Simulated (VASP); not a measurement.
# GaN (P6_3/mmc) in VASP: notebook

Aim: see how the results for GaN move with the level of theory and the settings. Levels: PBE, r2SCAN. Tasks: single point.

All numbers are computed with VASP 6.6.1; they aren't measurements. Logs are shortened: lines on timing, memory, paths and dates and some standing lists are left out, and cuts for length are marked.

### 1 The cell of the first run

The structure is hexagonal, space group P6_3/mmc (No. 194). The conventional cell has a = 3.300 Å, b = 3.300 Å, c = 4.756 Å, α = 90.00°, β = 90.00°, γ = 120.00°. Ga (site symmetry -6m2) has 5 N at 1.91 to 2.38 Å within 2.5 Å. N (site symmetry -6m2) has 5 Ga at 1.91 to 2.38 Å within 2.5 Å.

### 2 Single point, PBE

Contents of INCAR:

```
  ALGO = Normal
  EDIFF = 1E-6
  ENCUT = 520
  GGA = PE
  ISIF = 2
  ISMEAR = 0
  LASPH = True
  LCHARG = True
  LELF = True
  LREAL = False
  LVHAR = True
  LWAVE = False
  NBANDS = 26
  NELM = 60
  PREC = Accurate
  SIGMA = 0.01
```

Contents of KPOINTS:

```
k-points
0
Gamma
  9 9 4
```

Contents of POSCAR:

```
GaN
1.0
    3.3000346593      0.0000000000      0.0000000000
   -1.6500173297      2.8579138483      0.0000000000
    0.0000000000      0.0000000000      4.7558752947
Ga N
2 2
Direct
    0.3333333333      0.6666666667      0.2500000000
    0.6666666667      0.3333333333      0.7500000000
    0.6666666667      0.3333333333      0.2500000000
    0.3333333333      0.6666666667      0.7500000000
```

Potentials or basis: VASP PAW PBE potentials, release 64 (Ga_d, N).

Run with:

```sh
cat potpaw_PBE.64/Ga_d/POTCAR potpaw_PBE.64/N/POTCAR > POTCAR
mpirun -np 1 vasp_std > vasp.out
```

OUTCAR:

```text
EDIFF = 1E-6
   ENCUT = 520
   GGA = PE
   ISIF = 2
   ISMEAR = 0
   LASPH = True
   LREAL = False
   NELM = 60
   PREC = Accurate

 ion  position               nearest neighbor table
   1  0.333  0.667  0.250-   3 1.91   3 1.91   3 1.91
   2  0.667  0.333  0.750-   4 1.91   4 1.91   4 1.91
   3  0.667  0.333  0.250-   1 1.91   1 1.91   1 1.91
   4  0.333  0.667  0.750-   2 1.91   2 1.91   2 1.91

  LATTYP: Found a hexagonal cell.
 ALAT       =     3.3000346593
 C/A-ratio  =     1.4411591955

  Lattice vectors:

 A1 = (   3.3000346593,   0.0000000000,   0.0000000000)
 A2 = (  -1.6500173297,   2.8579138483,   0.0000000000)
 A3 = (   0.0000000000,   0.0000000000,   4.7558752947)

Analysis of symmetry for initial positions (statically):
=====================================================================
 Subroutine PRICEL returns:
 Original cell was already a primitive cell.

 Routine SETGRP: Setting up the symmetry group for a
 hexagonal supercell.

 Subroutine GETGRP returns: Found 24 space group operations
 (whereof 12 operations were pure point group operations)
 out of a pool of 24 trial point group operations.

The static configuration has the point symmetry D_3d.
 The point group associated with its full space group is D_6h.

Analysis of symmetry for dynamics (positions and initial velocities):
=====================================================================
 Subroutine PRICEL returns:
 Original cell was already a primitive cell.

 Routine SETGRP: Setting up the symmetry group for a
 hexagonal supercell.

 Subroutine GETGRP returns: Found 24 space group operations
 (whereof 12 operations were pure point group operations)
 out of a pool of 24 trial point group operations.

The dynamic configuration has the point symmetry D_3d.
 The point group associated with its full space group is D_6h.

 Subroutine INISYM returns: Found 24 space group operations
 (whereof 12 operations are pure point group operations),
 and found     1 'primitive' translations

----------------------------------------------------------------------------------------

                                     Primitive cell

  volume of cell :      44.8537

  direct lattice vectors                    reciprocal lattice vectors
     3.300034659  0.000000000  0.000000000     0.303027120  0.174952790  0.000000000
    -1.650017330  2.857913848  0.000000000     0.000000000  0.349905579  0.000000000
     0.000000000  0.000000000  4.755875295     0.000000000  0.000000000  0.210266237

  length of vectors
     3.300034659  3.300034659  4.755875295     0.349905579  0.349905579  0.210266237

  position of ions in fractional coordinates (direct lattice)
     0.333333333  0.666666667  0.250000000
     0.666666667  0.333333333  0.750000000
     0.666666667  0.333333333  0.250000000
     0.333333333  0.666666667  0.750000000

  ion indices of the primitive-cell ions
   primitive index   ion index
                 1           1
                 2           2
                 3           3
                 4           4

----------------------------------------------------------------------------------------

 KPOINTS: k-points

Automatic generation of k-mesh.
 Grid dimensions read from file:
 generate k-points for:    9    9    4

 Generating k-lattice:

  Cartesian coordinates                     Fractional coordinates (reciprocal lattice)
     0.033669680  0.019439199  0.000000000     0.111111111 -0.000000000  0.000000000
     0.000000000  0.038878398  0.000000000     0.000000000  0.111111111  0.000000000
     0.000000000  0.000000000  0.052566559     0.000000000  0.000000000  0.250000000

  Length of vectors
     0.038878398  0.038878398  0.052566559

  Shift w.r.t. Gamma in fractional coordinates (k-lattice)
     0.000000000  0.000000000  0.000000000

 Subroutine IBZKPT returns following result:
 ===========================================

 Found     36 irreducible k-points:

 Following reciprocal coordinates:
            Coordinates               Weight
  0.000000  0.000000  0.000000      1.000000
  0.111111  0.000000  0.000000      6.000000
  0.222222  0.000000  0.000000      6.000000
  0.333333  0.000000  0.000000      6.000000
  0.444444  0.000000  0.000000      6.000000
  0.111111  0.111111  0.000000      6.000000
[... 16 lines left out ...]
  0.333333  0.222222  0.250000     24.000000
  0.333333  0.333333  0.250000      4.000000
 [... further k-points ...]
   k-points           NKPTS =     36   k-points in BZ     NKDIM =     36   number of bands    NBANDS=     26
   number of dos      NEDOS =    301   number of ions     NIONS =      4
   total plane-waves  NPLWV =  28224
   dimension x,y,z NGX =    28 NGY =   28 NGZ =   36
   dimension x,y,z NGXF=    56 NGYF=   56 NGZF=   72
   ions per type =               2   2
   NGX,Y,Z   is equivalent  to a cutoff of  14.11, 14.11, 12.58 a.u.
   NGXF,Y,Z  is equivalent  to a cutoff of  28.21, 28.21, 25.17 a.u.
 SYSTEM =  unknown system
   PREC   = accura    normal or accurate (medium, high low for compatibility)
   ISTART =      0    job   : 0-new  1-cont  2-samecut
   ICHARG =      2    charge: 1-file 2-atom 10-const
   ISPIN  =      1    spin polarized calculation?
   LNONCOLLINEAR =      F non collinear calculations
   LSORBIT =      F    spin-orbit coupling
   LASPH  =      T    aspherical Exc in radial PAW
   ENCUT  =  520.0 eV  38.22 Ry    6.18 a.u.   6.14  6.14  8.84*2*pi/ulx,y,z
   NELM   =     60;   NELMIN=  2; NELMDL= -5     # of ELM steps
   EDIFF  = 0.1E-05   stopping-criterion for ELM
   LREAL  =      F    real-space projection
   EDIFFG = 0.1E-04   stopping-criterion for IOM
   NSW    =      0    number of steps for IOM
   IBRION =     -1    ionic relax: 0-MD 1-quasi-New 2-CG
   NFREE  =      0    steps in history (QN), initial steepest desc. (CG)
   ISIF   =      2    stress and relaxation
   ISYM   =      2    0-nonsym 1-usesym 2-fastsym
   POTIM  = 0.5000    time-step for ionic-motion
   TEBEG  =    0.0;   TEEND  =   0.0 temperature during run
   PSTRESS=    0.0 pullay stress
   NELECT =      36.0000    total number of electrons
   NUPDOWN=      -1.0000    fix difference up-down
   EMIN   =  10.00;   EMAX   =-10.00  energy-range for DOS
   EFERMI =   0.00;   METHOD = LEGACY
   ISMEAR =     0;   SIGMA  =   0.01  broadening in eV -4-tet -1-fermi 0-gaus
   EFERMI_NEDOS =   21; number of points for ismear=-14 and -15
   IALGO  =     38    algorithm
   IMIX   =      4    mixing-type and parameters
     AMIX     =   0.40;   BMIX     =  1.00
     AMIX_MAG =   1.60;   BMIX_MAG =  1.00
  volume/ion in A,a.u.               =      11.21        75.67
  Fermi-wavevector in a.u.,A,eV,Ry     =   1.521398  2.875026 31.492769  2.314653
  Thomas-Fermi vector in A             =   2.630119
   LORBIT       =      0    0 simple, 1 ext, 2 COOP (PROOUT), +10 PAW based schemes
   GGA     = PE    functional components
   LHFCALC =     F    Hartree Fock is set to
   AEXX    =    0.0000 exact exchange contribution
   IVDW    =     0    specifies the selected vdW correction
   LEPSILON=     F    determine dielectric tensor
   LRPA    =     F    only Hartree local field effects (RPA)
 non-spin polarized calculation
 Gauss-broadening in eV      SIGMA  =   0.01
  energy-cutoff  :      520.00
  volume of cell :       44.85
 maximum number of plane-waves:      1230
 NGX is ok and might be reduce to    28
   NGX = 13   NGY = 13   NGZ = 17

 number of electron      35.9999985 magnetization

 Free energy of the ion-electron system (eV)
  ---------------------------------------------------
  ext. energy  EPLUGINS =         0.00000000
  ---------------------------------------------------
  free energy    TOTEN  =       -23.35630595 eV

  energy without entropy =      -23.35630595  energy(sigma->0) =      -23.35630595

 E-fermi :   6.2673     XC(G=0): -11.8003

 val. band max:        6.1324612137   @ k =   0.0000   0.0000   0.0000
 cond. band min:       7.5945378794   @ k =   0.0000   0.0000   0.0000
 fundamental gap:      1.4620766658
 Fermi energy:         6.2673415052

 k-point     1 :       0.0000    0.0000    0.0000
  band No.  band energies     occupation
      1     -10.6014      2.00000
      2      -9.6683      2.00000
      3      -8.0574      2.00000
      4      -8.0574      2.00000
      5      -8.0486      2.00000
      6      -8.0486      2.00000
[... 18 lines left out ...]
     25      16.4837      0.00000
     26      18.6452      0.00000

 k-point     2 :       0.1111    0.0000    0.0000
  band No.  band energies     occupation
      1     -10.4788      2.00000
      2      -9.6258      2.00000
      3      -8.0590      2.00000
      4      -8.0351      2.00000
      5      -8.0286      2.00000
      6      -8.0211      2.00000
[... 18 lines left out ...]
     25      16.9056      0.00000
     26      17.5717      0.00000

 k-point     3 :       0.2222    0.0000    0.0000
  band No.  band energies     occupation
      1     -10.1632      2.00000
      2      -9.5298      2.00000
      3      -8.0353      2.00000
      4      -7.9809      2.00000
      5      -7.9577      2.00000
      6      -7.9462      2.00000
[... 18 lines left out ...]
     25      16.3721      0.00000
     26      18.0147      0.00000

 k-point     4 :       0.3333    0.0000    0.0000
  band No.  band energies     occupation
      1      -9.8155      2.00000
      2      -9.4456      2.00000
      3      -7.9813      2.00000
      4      -7.9555      2.00000
      5      -7.9199      2.00000
      6      -7.8855      2.00000
[... 18 lines left out ...]
     25      18.0905      0.00000
     26      18.5440      0.00000

 k-point     5 :       0.4444    0.0000    0.0000
  band No.  band energies     occupation
      1      -9.6129      2.00000
      2      -9.4098      2.00000
      3      -7.9839      2.00000
      4      -7.9398      2.00000
      5      -7.9312      2.00000
      6      -7.8418      2.00000
[... 18 lines left out ...]
     25      18.1576      0.00000
     26      19.1899      0.00000

 k-point     6 :       0.1111    0.1111    0.0000
  band No.  band energies     occupation
      1     -10.2588      2.00000
      2      -9.5567      2.00000
      3      -8.0508      2.00000
      4      -8.0114      2.00000
      5      -7.9708      2.00000
      6      -7.9648      2.00000
[... 427 lines left out ...]
 k-point    21 :       0.4444    0.1111    0.2500
  band No.  band energies     occupation
      1      -9.4610      2.00000
      2      -9.3549      2.00000
      3      -8.0240      2.00000
      4      -7.9421      2.00000
      5      -7.9237      2.00000
      6      -7.8934      2.00000
[... 18 lines left out ...]
     25      17.4548      0.00000
     26      18.8341      0.00000

 k-point    22 :       0.2222    0.2222    0.2500
  band No.  band energies     occupation
      1      -9.5516      2.00000
      2      -9.3767      2.00000
      3      -8.0084      2.00000
      4      -7.9534      2.00000
      5      -7.9363      2.00000
      6      -7.9350      2.00000
[... 18 lines left out ...]
     25      16.5574      0.00000
     26      18.6830      0.00000

 k-point    23 :       0.3333    0.2222    0.2500
  band No.  band energies     occupation
      1      -9.4202      2.00000
      2      -9.3436      2.00000
      3      -8.0071      2.00000
      4      -7.9608      2.00000
      5      -7.9417      2.00000
      6      -7.8875      2.00000
[... 18 lines left out ...]
     25      17.1321      0.00000
     26      18.5210      0.00000

 k-point    24 :       0.3333    0.3333    0.2500
  band No.  band energies     occupation
      1      -9.3527      2.00000
      2      -9.3527      2.00000
      3      -7.9843      2.00000
      4      -7.9843      2.00000
      5      -7.9552      2.00000
      6      -7.8468      2.00000
[... 18 lines left out ...]
     25      18.1424      0.00000
     26      18.1428      0.00000

 [... further k-points ...]

------------------------ aborting loop because EDIFF is reached ----------------------------------------

  FORCE on cell =-STRESS in cart. coord.  units (eV):
  Direction    XX          YY          ZZ          XY          YZ          ZX
  --------------------------------------------------------------------------------------
  -------------------------------------------------------------------------------------
  Total        1.9721381      1.9721381      1.4439223     -0.0000000      0.0000000      0.0000000
  in kB       70.4449419     70.4449419     51.5770285     -0.0000000      0.0000000      0.0000000
  external PRESSURE =      64.1556375 kB  Pullay stress =       0.0000000 kB

 VOLUME and BASIS-vectors are now :
 -----------------------------------------------------------------------------
  energy-cutoff  :      520.00
  volume of cell :       44.85
      direct lattice vectors                 reciprocal lattice vectors
     3.300034659  0.000000000  0.000000000     0.303027120  0.174952790  0.000000000
    -1.650017330  2.857913848  0.000000000     0.000000000  0.349905579  0.000000000
     0.000000000  0.000000000  4.755875295     0.000000000  0.000000000  0.210266237

 POSITION                                       TOTAL-FORCE (eV/Angst)
 -----------------------------------------------------------------------------------
     -0.00000      1.90528      1.18897        -0.000000      0.000000      0.000000
      1.65002      0.95264      3.56691         0.000000     -0.000000      0.000000
      1.65002      0.95264      1.18897         0.000000     -0.000000      0.000000
     -0.00000      1.90528      3.56691        -0.000000      0.000000      0.000000
 -----------------------------------------------------------------------------------
    total drift:                               -0.000000      0.000000      0.000000

  FREE ENERGIE OF THE ION-ELECTRON SYSTEM (eV)
  ---------------------------------------------------
  free  energy   TOTEN  =       -23.3563059509 eV

  energy  without entropy=      -23.3563059509  energy(sigma->0) =      -23.35630595
```

Wall time 28 s (1 thread of AMD EPYC 9R45 (Zen 5), shared host); peak memory 0.16 GiB.

What came out:

```
Free energy            : -23.3563 eV
Pressure               : 6.4 GPa
Band gap on the k mesh : 1.46 eV, direct
```

Stress tensor (GPa, compression positive):
```
7.04 0.00 0.00
0.00 7.04 0.00
0.00 0.00 5.16
```

Levels at points of the mesh, in eV from the valence-band top:
```
           k point  band 16  band 17  band 18  band 19  band 20  band 21
(0.00, 0.00, 0.00)    -0.93    -0.93     0.00     1.46     2.05     8.31
(0.00, 0.00, 0.50)    -1.51    -1.51    -1.51     3.56     3.56     7.88
```

### 3 Single point, r2SCAN

POSCAR is that of step 2.

Contents of INCAR.step1:

```
SYSTEM = GaN
PREC     = Accurate       ! precision mode
ENCUT    = 520            ! plane-wave cutoff, eV
ISMEAR   = 0              ! smearing method
SIGMA    = 0.01           ! smearing width, eV
LREAL    = .FALSE.        ! projectors in reciprocal space
LASPH    = .TRUE.         ! aspherical terms in the spheres
NELM     = 100            ! most SCF steps
NBANDS   = 26             ! bands
GGA      = PE             ! functional
ALGO     = Normal         ! electronic algorithm
EDIFF    = 1E-4           ! SCF threshold, eV
LWAVE    = .TRUE.         ! write WAVECAR
LCHARG   = .FALSE.        ! write CHGCAR
```

Contents of INCAR.step2:

```
SYSTEM = GaN
PREC     = Accurate       ! precision mode
ENCUT    = 520            ! plane-wave cutoff, eV
EDIFF    = 1E-6           ! SCF threshold, eV
ISMEAR   = 0              ! smearing method
SIGMA    = 0.01           ! smearing width, eV
LREAL    = .FALSE.        ! projectors in reciprocal space
LASPH    = .TRUE.         ! aspherical terms in the spheres
NELM     = 100            ! most SCF steps
ALGO     = Normal         ! electronic algorithm
ISIF     = 2              ! what is computed and relaxed
LWAVE    = .FALSE.        ! write WAVECAR
LCHARG   = .FALSE.        ! write CHGCAR
METAGGA  = R2SCAN         ! meta-GGA
LMIXTAU  = .TRUE.       
NBANDS   = 26             ! bands
ISTART   = 1
```

Contents of KPOINTS:

```
Automatic mesh
0
G
  9 9 4
  0 0 0
```

Potentials or basis: VASP PAW PBE potentials, release 64 (Ga_d, N).

Run with:

```sh
cat potpaw_PBE.64/Ga_d/POTCAR potpaw_PBE.64/N/POTCAR > POTCAR
cp INCAR.step1 INCAR
mpirun -np 1 vasp_std > vasp.out
cp INCAR.step2 INCAR
mpirun -np 1 vasp_std > vasp.out
```

Run time: 98 s. Hardware: 1 thread of AMD EPYC 9R45 (Zen 5), shared host; peak memory 0.16 GiB.

It converged, with:

- Free energy: -42.8231 eV
- Pressure: 0.9 GPa
- Band gap on the k mesh: 1.88 eV, direct

Stress tensor (GPa, compression positive):
```
 1.42  0.00  0.00
 0.00  1.42  0.00
 0.00  0.00 -0.11
```

Levels at points of the mesh, in eV from the valence-band top:
| k point | band 15 | band 16 | band 17 | band 18 | band 19 | band 20 | band 21 | band 22 |
| --- | --- | --- | --- | --- | --- | --- | --- | --- |
| (0.00, 0.00, 0.00) | -2.12 | -0.92 | -0.92 | 0.00 | 1.88 | 2.56 | 8.95 | 8.95 |
| (0.00, 0.00, 0.50) | -1.51 | -1.51 | -1.51 | -1.51 | 4.05 | 4.05 | 8.60 | 8.60 |

Caveat: the PAW data sets were made with another functional, which shifts forces and pressure a little. r2SCAN opens gaps a little over a GGA but as a rule still falls short of measured ones.
